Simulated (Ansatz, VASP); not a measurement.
**One calculation of MgB2, two programs**

```xyz
3
Lattice="3.0642 0.0000 0.0000 -1.5321 2.6537 0.0000 0.0000 0.0000 3.4985" Properties=species:S:1:pos:R:3 pbc="T T T"
Mg    0.0000    0.0000    0.0000
B     0.0000    1.7691    1.7492
B     1.5321    0.8846    1.7492
```

Alike in both runs: functional PBEsol; k mesh 15 × 15 × 12; occupations fermi-dirac, width 0.15 eV; no spin polarisation.

Ansatz relaxed the structure, and its values are those at the end. VASP's run is a single point on that final structure, the one shown.

|  | VASP | Ansatz |
| --- | --- | --- |
| version | VASP 6.6.1 | Ansatz 0.2.0 |
| potentials or method | VASP PAW PBE potentials, release 64 (Mg, B), cutoff 520 eV | scalar-relativistic, plane waves, PAW |
| valence electrons in the cell | 8 | 16 |

```csv
,VASP,Ansatz,Ansatz less VASP
gap on the k mesh at the Fermi level (eV),none,none,-
pressure (GPa),0.0,0.0,+0.01
```

VASP's potentials were made for PBE, not for PBEsol. A gap of «none» marks a metal or a gap that the smearing closes. VASP's potentials hold 8 valence electrons a cell and Ansatz's 16, so a difference there can come from the potentials and not from the codes.
